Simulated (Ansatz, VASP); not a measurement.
MgCd3O4: VASP beside Ansatz

File INCAR:

```
ALGO = Normal
EDIFF = 1E-6
EDIFFG = -0.04
ENCUT = 600
GGA = PE
IBRION = 2
ISIF = 3
ISMEAR = 0
LASPH = T
LCHARG = F
LREAL = F
LWAVE = F
NELM = 60
NSW = 90
PREC = Accurate
SIGMA = 0.1
```

The input KPOINTS:

```
k-points
0
Gamma
  4 4 4
```

POSCAR

```
MgCd3O4
1.0
    5.0032808900      0.0000000000      0.0000000000
    0.0000000000      5.0032808900      0.0000000000
    0.0000000000      0.0000000000      5.0032808900
Mg Cd O
1 3 4
Direct
    0.5000000000      0.5000000000      0.5000000000
    0.5000000000      0.0000000000      0.0000000000
    0.0000000000      0.0000000000      0.5000000000
    0.0000000000      0.5000000000      0.0000000000
    0.0000000000      0.5000000000      0.5000000000
    0.5000000000      0.5000000000      0.0000000000
    0.0000000000      0.0000000000      0.0000000000
    0.5000000000      0.0000000000      0.5000000000
```

Input for Ansatz:

```yaml
crystal:
  lattice:
    - [5.00328089, 0.0, 0.0]
    - [0.0, 5.00328089, 0.0]
    - [0.0, 0.0, 5.00328089]
  atoms:
    - { symbol: Mg, position: [0.5, 0.5, 0.5] }
    - { symbol: Cd, position: [0.5, 0.0, 0.0] }
    - { symbol: Cd, position: [0.0, 0.0, 0.5] }
    - { symbol: Cd, position: [0.0, 0.5, 0.0] }
    - { symbol: O, position: [0.0, 0.5, 0.5] }
    - { symbol: O, position: [0.5, 0.5, 0.0] }
    - { symbol: O, position: [0.0, 0.0, 0.0] }
    - { symbol: O, position: [0.5, 0.0, 0.5] }
basis:
  ecutwfc: 420
kpoints:
  mp_grid: { grid: [4, 4, 4] }
hamiltonian:
  xc: pbe
scf:
  occupations: { method: gaussian, width: 0.1 }
  lower_state_search: "off"
output:
  forces: true
  stress: true
  eigenvalues: true
relax:
  adjacent_minimum: "off"
  f_tol: 0.04
  max_steps: 70
  cell: { stress_tol: 0.4 }
```

Alike in both runs: task relaxation of cell and atoms; functional PBE; k mesh 4 × 4 × 4; occupations gaussian, width 0.1 eV; no spin polarisation.

```csv
,VASP,Ansatz
version,VASP 6.6.1,Ansatz 0.2.0
potentials or method,"VASP PAW PBE potentials, release 64 (Mg, Cd, O), cutoff 600 eV","scalar-relativistic, plane waves, PAW"
valence electrons in the cell,62,94
```

Ansatz gave:

* gap on the k mesh at the Fermi level, each at its own relaxed structure (eV): none
* relaxed volume (Å³/atom): 12.82
* relaxed cell length with the largest relative difference (Å): 4.681

Problem. Estimate VASP's values.

Solution. gap on the k mesh at the Fermi level, each at its own relaxed structure (eV): none; relaxed volume (Å³/atom): 12.90; relaxed cell length with the largest relative difference (Å): 4.690.

A gap of «none» marks a metal or a gap that the smearing closes. VASP's potentials hold 62 valence electrons a cell and Ansatz's 94, so a difference there can come from the potentials and not from the codes.

Noted on VASP's run: the volume moved by over 15 % at a fixed basis, so the end points are rough.
